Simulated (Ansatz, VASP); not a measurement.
**GaP: VASP beside Ansatz**

```
Ga P
1.0
     1.85746    1.07241    5.91144
    -1.85746    1.07241    5.91144
     0.00000   -2.14481    5.91144
Ga P
2 2
Direct
  0.43558 0.43558 0.43558
  0.56442 0.56442 0.56442
  0.05751 0.05751 0.05751
  0.94249 0.94249 0.94249
```

Alike in both runs: task single point; functional PBE; k mesh 9 × 9 × 9; occupations gaussian, width 0.05 eV; no spin polarisation.

|  | VASP | Ansatz |
| --- | --- | --- |
| version | VASP 6.6.1 | Ansatz 0.2.0 |
| potentials or method | VASP PAW PBE potentials, release 64 (Ga_d, P), cutoff 520 eV | scalar-relativistic, plane waves, PAW |
| valence electrons in the cell | 36 | 36 |

```tsv
	VASP	Ansatz	Ansatz less VASP
gap on the k mesh at the Fermi level (eV)	0.77	0.77	-0.005
least direct gap on the mesh (eV)	1.16	1.17	+0.005
pressure (GPa)	19.0	19.2	+0.19
traceless stress, the component that is largest in VASP (GPa)	10.56	10.67	+0.111
rms of the force components (eV/Å)	0.652	0.678	+0.0254
```

Atom by atom the forces differ by 0.027 eV/Å (rms over components).
